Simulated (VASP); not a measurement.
SiC2, 6 atoms in the cell. Symmetry: P-3m1, No. 164, trigonal system. Conventional cell: a = 2.950 Å, b = 2.950 Å, c = 7.263 Å, α = 90.00°, β = 90.00°, γ = 120.00°. Within 2.4 Å of Si (site symmetry 3m) lie 4 C at 1.83 to 1.90 Å. C (site symmetry 3m) has 1 C at 1.60 Å and 3 Si at 1.83 Å within 2.1 Å. Within 2.4 Å of C (site symmetry 3m) lie 3 C at 1.78 Å and 1 Si at 1.90 Å. 

* Program: VASP 6.6.1
* Task: single point
* Functional: PBE
* Potentials or basis: VASP PAW PBE potentials, release 64 (Si, C)
* Cutoff: 520 eV
* k mesh: 6 × 6 × 4
* Occupations: gaussian, width 0.1 eV
* Spin: no spin polarisation
* Dipole correction: no
* Further INCAR settings: ALGO = Normal; EDIFF = 1e-06; NBANDS = 21

Potentials or basis: VASP PAW PBE potentials, release 64 (Si, C).

Launch:

```console
$ cat potpaw_PBE.64/Si/POTCAR potpaw_PBE.64/C/POTCAR > POTCAR
$ mpirun -np 1 vasp_std > vasp.out
```

Hardware: 1 thread of Intel(R) Xeon(R) Platinum 8259CL CPU @ 2.50GHz (Skylake/Cascade Lake), on a shared host.

Q: Estimate the wall time of this run.

A: It took 21 s on 1 thread of Intel(R) Xeon(R) Platinum 8259CL CPU @ 2.50GHz (Skylake/Cascade Lake) (shared host), peak memory 0.18 GiB. Counts: scf iterations 14, k points 24.
